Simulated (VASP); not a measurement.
# Si2W (P6_222) in VASP: settings compared

Si2W is run at these levels: LDA, PBEsol; tasks: single point.

Program: VASP 6.6.1. These are calculated values, not measurements. Logs are shortened: lines on timing, memory, paths and dates and some standing lists are left out, and cuts for length are marked.

## (1) The cell of the first run

The structure is hexagonal, space group P6_222 (No. 180). The conventional cell has a = 4.551 Å, b = 4.551 Å, c = 6.566 Å, α = 90.00°, β = 90.00°, γ = 120.00°. Within 3.4 Å of Si (site symmetry 2) lie 9 Si at 2.54 to 3.18 Å and 5 W at 2.56 to 2.65 Å. Within 3.4 Å of W (site symmetry 222) lie 10 Si at 2.56 to 2.65 Å and 4 W at 3.16 Å.

## (2) Single point, LDA

INCAR

```
SYSTEM = Si2W
PREC = Accurate
ENCUT = 520
EDIFF = 1E-6
ISMEAR = -1
SIGMA = 0.02
LREAL = .FALSE.
LASPH = .TRUE.
NELM = 100
ALGO = Normal
ISIF = 2
LWAVE = .FALSE.
LCHARG = .FALSE.
GGA = CA
NBANDS = 43
```

KPOINTS

```
Automatic mesh
0
G
  6 6 4
  0 0 0
```

POSCAR

```
Si2W
1.0
    4.5510895427      0.0000000000      0.0000000000
   -2.2755447713      3.9413591588      0.0000000000
    0.0000000000      0.0000000000      6.5660793256
Si W
6 3
Direct
    0.8361368241      0.6722736482      0.5000000000
    0.1638631759      0.8361368241      0.8333333333
    0.6722736482      0.8361368241      0.1666666667
    0.1638631759      0.3277263518      0.5000000000
    0.8361368241      0.1638631759      0.8333333333
    0.3277263518      0.1638631759      0.1666666667
    0.0000000000      0.5000000000      0.1666666667
    0.5000000000      0.5000000000      0.8333333333
    0.5000000000      0.0000000000      0.5000000000
```

Potentials or basis: VASP PAW LDA potentials, release 64 (Si, W_sv).

Launch:

```sh
> cat potpaw_LDA.64/Si/POTCAR potpaw_LDA.64/W_sv/POTCAR > POTCAR
> mpirun -np 1 vasp_std > vasp.out
```

OUTCAR:

```text
SYSTEM = Si2W
   PREC = Accurate
   ENCUT = 520
   EDIFF = 1E-6
   ISMEAR = -1
   LREAL = .FALSE.
   LASPH = .TRUE.
   NELM = 100
   ISIF = 2
   GGA = CA

 ion  position               nearest neighbor table
   1  0.836  0.672  0.500-   3 2.54   2 2.54   7 2.56   8 2.56   4 2.58   9 2.62   9 2.62   9 2.65
                             4 2.65   4 2.65   5 3.13   6 3.13
   2  0.164  0.836  0.833-   1 2.54   6 2.54   9 2.56   7 2.56   5 2.58   8 2.62   8 2.62   8 2.65
                             5 2.65   5 2.65   4 3.13   3 3.13
   3  0.672  0.836  0.167-   1 2.54   5 2.54   9 2.56   8 2.56   6 2.58   7 2.62   7 2.62   7 2.65
                             6 2.65   6 2.65   4 3.13   2 3.13
   4  0.164  0.328  0.500-   6 2.54   5 2.54   7 2.56   8 2.56   1 2.58   9 2.62   9 2.62   9 2.65
                             1 2.65   1 2.65   2 3.13   3 3.13
   5  0.836  0.164  0.833-   4 2.54   3 2.54   9 2.56   7 2.56   2 2.58   8 2.62   8 2.62   8 2.65
                             2 2.65   2 2.65   1 3.13   6 3.13
   6  0.328  0.164  0.167-   4 2.54   2 2.54   9 2.56   8 2.56   3 2.58   7 2.62   7 2.62   7 2.65
                             3 2.65   3 2.65   1 3.13   5 3.13
   7  0.000  0.500  0.167-   1 2.56   4 2.56   2 2.56   5 2.56   6 2.62   3 2.62   6 2.62   3 2.62
                             3 2.65   6 2.65   9 3.16   9 3.16   8 3.16   8 3.16
   8  0.500  0.500  0.833-   1 2.56   4 2.56   3 2.56   6 2.56   5 2.62   2 2.62   2 2.62   5 2.62
                             5 2.65   2 2.65   9 3.16   9 3.16   7 3.16   7 3.16
   9  0.500  0.000  0.500-   3 2.56   6 2.56   5 2.56   2 2.56   1 2.62   4 2.62   4 2.62   1 2.62
                             4 2.65   1 2.65   8 3.16   8 3.16   7 3.16   7 3.16

  LATTYP: Found a hexagonal cell.
 ALAT       =     4.5510895427
 C/A-ratio  =     1.4427488767

  Lattice vectors:

 A1 = (   4.5510895427,   0.0000000000,   0.0000000000)
 A2 = (  -2.2755447713,   3.9413591588,   0.0000000000)
 A3 = (   0.0000000000,   0.0000000000,   6.5660793256)

Analysis of symmetry for initial positions (statically):
=====================================================================
 Subroutine PRICEL returns:
 Original cell was already a primitive cell.

 Routine SETGRP: Setting up the symmetry group for a
 hexagonal supercell.

 Subroutine GETGRP returns: Found 12 space group operations
 (whereof  4 operations were pure point group operations)
 out of a pool of 24 trial point group operations.

The static configuration has the point symmetry D_2 .
 The point group associated with its full space group is D_6 .

Analysis of symmetry for dynamics (positions and initial velocities):
=====================================================================
 Subroutine PRICEL returns:
 Original cell was already a primitive cell.

 Routine SETGRP: Setting up the symmetry group for a
 hexagonal supercell.

 Subroutine GETGRP returns: Found 12 space group operations
 (whereof  4 operations were pure point group operations)
 out of a pool of 24 trial point group operations.

The dynamic configuration has the point symmetry D_2 .
 The point group associated with its full space group is D_6 .

 Subroutine INISYM returns: Found 12 space group operations
 (whereof  4 operations are pure point group operations),
 and found     1 'primitive' translations

----------------------------------------------------------------------------------------

                                     Primitive cell

  volume of cell :     117.7789

  direct lattice vectors                    reciprocal lattice vectors
     4.551089543  0.000000000  0.000000000     0.219727604  0.126859791  0.000000000
    -2.275544771  3.941359159  0.000000000     0.000000000  0.253719582  0.000000000
     0.000000000  0.000000000  6.566079326     0.000000000  0.000000000  0.152297886

  length of vectors
     4.551089543  4.551089543  6.566079326     0.253719582  0.253719582  0.152297886

  position of ions in fractional coordinates (direct lattice)
     0.836136824  0.672273648  0.500000000
     0.163863176  0.836136824  0.833333333
     0.672273648  0.836136824  0.166666667
     0.163863176  0.327726352  0.500000000
     0.836136824  0.163863176  0.833333333
     0.327726352  0.163863176  0.166666667
     1.000000000  0.500000000  0.166666667
     0.500000000  0.500000000  0.833333333
     0.500000000  0.000000000  0.500000000

  ion indices of the primitive-cell ions
   primitive index   ion index
                 1           1
                 2           2
                 3           3
                 4           4
                 5           5
                 6           6
                 7           7
                 8           8
                 9           9

----------------------------------------------------------------------------------------

 KPOINTS: Automatic mesh

Automatic generation of k-mesh.
 Grid dimensions read from file:
 generate k-points for:    6    6    4

 Generating k-lattice:

  Cartesian coordinates                     Fractional coordinates (reciprocal lattice)
     0.036621267  0.021143299  0.000000000     0.166666667  0.000000000  0.000000000
     0.000000000  0.042286597  0.000000000     0.000000000  0.166666667  0.000000000
     0.000000000  0.000000000  0.038074471     0.000000000  0.000000000  0.250000000

  Length of vectors
     0.042286597  0.042286597  0.038074471

  Shift w.r.t. Gamma in fractional coordinates (k-lattice)
     0.000000000  0.000000000  0.000000000

 Subroutine IBZKPT returns following result:
 ===========================================

 Found     21 irreducible k-points:

 Following reciprocal coordinates:
            Coordinates               Weight
  0.000000  0.000000  0.000000      1.000000
  0.166667  0.000000  0.000000      6.000000
  0.333333 -0.000000  0.000000      6.000000
  0.500000 -0.000000  0.000000      3.000000
  0.166667  0.166667  0.000000      6.000000
  0.333333  0.166667  0.000000     12.000000
[... 13 lines left out ...]
  0.333333  0.166667  0.500000     12.000000
  0.333333  0.333333  0.500000      2.000000
   k-points           NKPTS =     21   k-points in BZ     NKDIM =     21   number of bands    NBANDS=     43
   number of dos      NEDOS =    301   number of ions     NIONS =      9
   total plane-waves  NPLWV =  64800
   dimension x,y,z NGX =    36 NGY =   36 NGZ =   50
   dimension x,y,z NGXF=    72 NGYF=   72 NGZF=  100
   ions per type =               6   3
   NGX,Y,Z   is equivalent  to a cutoff of  13.15, 13.15, 12.66 a.u.
   NGXF,Y,Z  is equivalent  to a cutoff of  26.30, 26.30, 25.32 a.u.
 SYSTEM =  Si2W
   PREC   = accura    normal or accurate (medium, high low for compatibility)
   ISTART =      0    job   : 0-new  1-cont  2-samecut
   ICHARG =      2    charge: 1-file 2-atom 10-const
   ISPIN  =      1    spin polarized calculation?
   LNONCOLLINEAR =      F non collinear calculations
   LSORBIT =      F    spin-orbit coupling
   LASPH  =      T    aspherical Exc in radial PAW
   ENCUT  =  520.0 eV  38.22 Ry    6.18 a.u.   8.46  8.46 12.21*2*pi/ulx,y,z
   NELM   =    100;   NELMIN=  2; NELMDL= -5     # of ELM steps
   EDIFF  = 0.1E-05   stopping-criterion for ELM
   LREAL  =      F    real-space projection
   EDIFFG = 0.1E-04   stopping-criterion for IOM
   NSW    =      0    number of steps for IOM
   IBRION =     -1    ionic relax: 0-MD 1-quasi-New 2-CG
   NFREE  =      0    steps in history (QN), initial steepest desc. (CG)
   ISIF   =      2    stress and relaxation
   ISYM   =      2    0-nonsym 1-usesym 2-fastsym
   POTIM  = 0.5000    time-step for ionic-motion
   TEBEG  =    0.0;   TEEND  =   0.0 temperature during run
   PSTRESS=    0.0 pullay stress
   NELECT =      66.0000    total number of electrons
   NUPDOWN=      -1.0000    fix difference up-down
   EMIN   =  10.00;   EMAX   =-10.00  energy-range for DOS
   EFERMI =   0.00;   METHOD = LEGACY
   ISMEAR =    -1;   SIGMA  =   0.02  broadening in eV -4-tet -1-fermi 0-gaus
   EFERMI_NEDOS =   21; number of points for ismear=-14 and -15
   IALGO  =     38    algorithm
   IMIX   =      4    mixing-type and parameters
     AMIX     =   0.40;   BMIX     =  1.00
     AMIX_MAG =   1.60;   BMIX_MAG =  1.00
  volume/ion in A,a.u.               =      13.09        88.31
  Fermi-wavevector in a.u.,A,eV,Ry     =   1.349689  2.550542 24.785186  1.821660
  Thomas-Fermi vector in A             =   2.477255
   LORBIT       =      0    0 simple, 1 ext, 2 COOP (PROOUT), +10 PAW based schemes
   GGA     = CA    functional components
   LHFCALC =     F    Hartree Fock is set to
   AEXX    =    0.0000 exact exchange contribution
   IVDW    =     0    specifies the selected vdW correction
   LEPSILON=     F    determine dielectric tensor
   LRPA    =     F    only Hartree local field effects (RPA)
 non-spin polarized calculation
  energy-cutoff  :      520.00
  volume of cell :      117.78
 maximum number of plane-waves:      3204
 NGX is ok and might be reduce to    36
   NGX = 17   NGY = 17   NGZ = 25

 number of electron      65.9999997 magnetization

 Free energy of the ion-electron system (eV)
  ---------------------------------------------------
  ext. energy  EPLUGINS =         0.00000000
  ---------------------------------------------------
  free energy    TOTEN  =       -81.47371128 eV

  energy without entropy =      -81.47262893  energy(sigma->0) =      -81.47317010

 E-fermi :  12.9294     XC(G=0): -12.7863

 val. band max:       12.9173386041   @ k =   0.5000  -0.0000   0.0000
 cond. band min:      12.9415399831   @ k =   0.5000  -0.0000   0.5000
 fundamental gap:      0.0242013790
 Fermi energy:        12.9294392478

 k-point     1 :       0.0000    0.0000    0.0000
  band No.  band energies     occupation
      1     -60.9154      2.00000
      2     -60.9002      2.00000
      3     -60.9002      2.00000
      4     -25.5874      2.00000
      5     -25.5817      2.00000
      6     -25.5817      2.00000
[... 35 lines left out ...]
     42      15.9728      0.00000
     43      16.3797      0.00000
[... 879 lines left out ...]
      3     -60.9027      2.00000
      4     -25.6260      2.00000
      5     -25.6091      2.00000
      6     -25.6091      2.00000
[... 35 lines left out ...]
     42      16.2090      0.00000
     43      16.4309      0.00000

------------------------ aborting loop because EDIFF is reached ----------------------------------------

  FORCE on cell =-STRESS in cart. coord.  units (eV):
  Direction    XX          YY          ZZ          XY          YZ          ZX
  --------------------------------------------------------------------------------------
  -------------------------------------------------------------------------------------
  Total        0.5914647      0.5914647      0.5727937      0.0000000     -0.0000000      0.0000000
  in kB        8.0458493      8.0458493      7.7918630      0.0000000     -0.0000000      0.0000000
  external PRESSURE =       7.9611872 kB  Pullay stress =       0.0000000 kB

 VOLUME and BASIS-vectors are now :
 -----------------------------------------------------------------------------
  energy-cutoff  :      520.00
  volume of cell :      117.78
      direct lattice vectors                 reciprocal lattice vectors
     4.551089543  0.000000000  0.000000000     0.219727604  0.126859791  0.000000000
    -2.275544771  3.941359159  0.000000000     0.000000000  0.253719582  0.000000000
     0.000000000  0.000000000  6.566079326     0.000000000  0.000000000  0.152297886

 POSITION                                       TOTAL-FORCE (eV/Angst)
 -----------------------------------------------------------------------------------
      2.27554      2.64967      3.28304         0.000000      0.007304      0.000000
     -1.15691      3.29552      5.47173        -0.006325      0.003652     -0.000000
      1.15691      3.29552      1.09435         0.006325      0.003652      0.000000
      0.00000      1.29169      3.28304        -0.000000     -0.007304      0.000000
      3.43246      0.64584      5.47173         0.006325     -0.003652      0.000000
      1.11863      0.64584      1.09435        -0.006325     -0.003652     -0.000000
     -1.13777      1.97068      1.09435         0.000000     -0.000000     -0.000000
      1.13777      1.97068      5.47173         0.000000     -0.000000      0.000000
      2.27554      0.00000      3.28304         0.000000     -0.000000      0.000000
 -----------------------------------------------------------------------------------
    total drift:                               -0.000000     -0.000000      0.000000

  FREE ENERGIE OF THE ION-ELECTRON SYSTEM (eV)
  ---------------------------------------------------
  free  energy   TOTEN  =       -81.4737112796 eV

  energy  without entropy=      -81.4726289275  energy(sigma->0) =      -81.47317010
```

It took 48 s on 1 thread of AMD EPYC 9R45 (Zen 5), shared host; peak memory 0.21 GiB.

Results:

- Free energy: -81.4737 eV
- Pressure: 0.8 GPa
- Largest force: 0.007 eV/Å
- Band gap on the k mesh: zero (band 33 reaches 12.94 eV, above the bottom of band 34 at 12.92 eV)

Forces in eV/Å, atoms in the order of the input:
```
Si   0.000  0.007  0.000
Si  -0.006  0.004  0.000
Si   0.006  0.004  0.000
Si   0.000 -0.007  0.000
Si   0.006 -0.004  0.000
Si  -0.006 -0.004  0.000
W    0.000  0.000  0.000
W    0.000  0.000  0.000
W    0.000  0.000  0.000
```

Caveat: spin-orbit coupling is left out, which moves the levels of the heavy elements.

## (3) Single point, PBEsol

This run uses another cell than the first one, of 13.31 Å³/atom, 1.017 times its volume.

INCAR

```
PREC = Accurate ; ENCUT = 520
EDIFF = 1E-6 ; ISMEAR = -1
SIGMA = 0.02 ; LREAL = F
LASPH = T ; NELM = 60
ALGO = Normal ; ISIF = 2
LWAVE = F ; LCHARG = F
GGA = PS ; NBANDS = 43
```

KPOINTS

```
Automatic mesh
0
Gamma
  6 6 4
```

POSCAR

```
Si2W
1.0
    4.5761666221      0.0000000000      0.0000000000
   -2.2880833110      3.9630765467      0.0000000000
    0.0000000000      0.0000000000      6.6030008446
Si W
6 3
Direct
    0.8361924905      0.6723849810      0.5000000000
    0.1638075095      0.8361924905      0.8333333333
    0.6723849810      0.8361924905      0.1666666667
    0.1638075095      0.3276150190      0.5000000000
    0.8361924905      0.1638075095      0.8333333333
    0.3276150190      0.1638075095      0.1666666667
    0.0000000000      0.5000000000      0.1666666667
    0.5000000000      0.5000000000      0.8333333333
    0.5000000000      0.0000000000      0.5000000000
```

Potentials or basis: VASP PAW PBE potentials, release 64 (Si, W_sv).

Launch:

```sh
> cat potpaw_PBE.64/Si/POTCAR potpaw_PBE.64/W_sv/POTCAR > POTCAR
> mpirun -np 1 vasp_std > vasp.out
```

OUTCAR:

```text
PREC = Accurate
   ENCUT = 520
   EDIFF = 1E-6
   ISMEAR = -1
   LREAL = F
   LASPH = T
   NELM = 60
   ISIF = 2
   GGA = PS

 ion  position               nearest neighbor table
   1  0.836  0.672  0.500-   3 2.56   2 2.56   7 2.57   8 2.57   4 2.60   9 2.63   9 2.63   9 2.66
                             4 2.67   4 2.67   5 3.15   6 3.15
   2  0.164  0.836  0.833-   1 2.56   6 2.56   9 2.57   7 2.57   5 2.60   8 2.63   8 2.63   8 2.66
                             5 2.67   5 2.67   4 3.15   3 3.15
[... 1191 lines left out ...]
  in kB        3.0801364      3.0801364      3.9293229      0.0000000     -0.0000000      0.0000000
  external PRESSURE =       3.3631986 kB  Pullay stress =       0.0000000 kB

 VOLUME and BASIS-vectors are now :
 -----------------------------------------------------------------------------
  energy-cutoff  :      520.00
  volume of cell :      119.75
      direct lattice vectors                 reciprocal lattice vectors
     4.576166622  0.000000000  0.000000000     0.218523512  0.126164608  0.000000000
    -2.288083311  3.963076547  0.000000000     0.000000000  0.252329217  0.000000000
     0.000000000  0.000000000  6.603000845     0.000000000  0.000000000  0.151446293

 POSITION                                       TOTAL-FORCE (eV/Angst)
 -----------------------------------------------------------------------------------
      2.28808      2.66471      3.30150         0.000000      0.004878     -0.000000
     -1.16367      3.31389      5.50250        -0.004224      0.002439     -0.000000
      1.16367      3.31389      1.10050         0.004224      0.002439     -0.000000
      0.00000      1.29836      3.30150        -0.000000     -0.004878     -0.000000
      3.45175      0.64918      5.50250         0.004224     -0.002439     -0.000000
      1.12442      0.64918      1.10050        -0.004224     -0.002439     -0.000000
     -1.14404      1.98154      1.10050         0.000000     -0.000000      0.000000
      1.14404      1.98154      5.50250        -0.000000      0.000000      0.000000
      2.28808      0.00000      3.30150        -0.000000      0.000000     -0.000000
 -----------------------------------------------------------------------------------
    total drift:                               -0.000000     -0.000000      0.000000

  FREE ENERGIE OF THE ION-ELECTRON SYSTEM (eV)
  ---------------------------------------------------
  free  energy   TOTEN  =       -79.3108166595 eV

  energy  without entropy=      -79.3096627323  energy(sigma->0) =      -79.31023970
```

stdout:

```text
POSCAR found type information on POSCAR SiW
 POSCAR found :  2 types and       9 ions
 scaLAPACK will be used
 -----------------------------------------------------------------------------
|                                                                             |
|                                                                             |
|     You enforced a specific xc type in the INCAR file but a different       |
|     I HOPE YOU KNOW WHAT YOU ARE DOING!                                     |
|                                                                             |
 -----------------------------------------------------------------------------

 LDA part: xc-table for (Slater+PW92), standard interpolation
 POSCAR, INCAR and KPOINTS ok, starting setup
 FFT: planning ... GRIDC
 FFT: planning ... GRID_SOFT
 FFT: planning ... GRID
 WAVECAR not read
 entering main loop
```

It took 52 s on 1 thread of AMD EPYC 9R45 (Zen 5), shared host; peak memory 0.25 GiB.

Results:

| Item | Value |
| --- | --- |
| Free energy | -79.3108 eV |
| Pressure | 0.3 GPa |
| Largest force | 0.005 eV/Å |
| Band gap on the k mesh | 0.00 eV, indirect (least direct gap 0.66 eV) |

Forces in eV/Å, atoms in the order of the input:
```
Si   0.000  0.005  0.000
Si  -0.004  0.002  0.000
Si   0.004  0.002  0.000
Si   0.000 -0.005  0.000
Si   0.004 -0.002  0.000
Si  -0.004 -0.002  0.000
W    0.000  0.000  0.000
W    0.000  0.000  0.000
W    0.000  0.000  0.000
```

Levels at points of the mesh, in eV from the valence-band top:
| k point | band 30 | band 31 | band 32 | band 33 | band 34 | band 35 | band 36 | band 37 |
| --- | --- | --- | --- | --- | --- | --- | --- | --- |
| (0.00, 0.00, 0.00) | -3.43 | -3.06 | -2.63 | -1.00 | 2.20 | 2.20 | 2.34 | 2.47 |
| (0.50, 0.00, 0.00) | -2.37 | -1.72 | -1.21 | -0.69 | 0.00 | 0.79 | 0.92 | 1.01 |
| (0.00, 0.00, 0.50) | -2.77 | -2.61 | -0.78 | -0.78 | 1.79 | 2.12 | 2.12 | 2.34 |
| (0.50, 0.00, 0.50) | -3.02 | -2.16 | -1.30 | 0.00 | 0.66 | 1.06 | 1.28 | 1.47 |

Caveat: the PAW data sets were made with another functional, which shifts forces and pressure a little; spin-orbit coupling is left out, which moves the levels of the heavy elements.
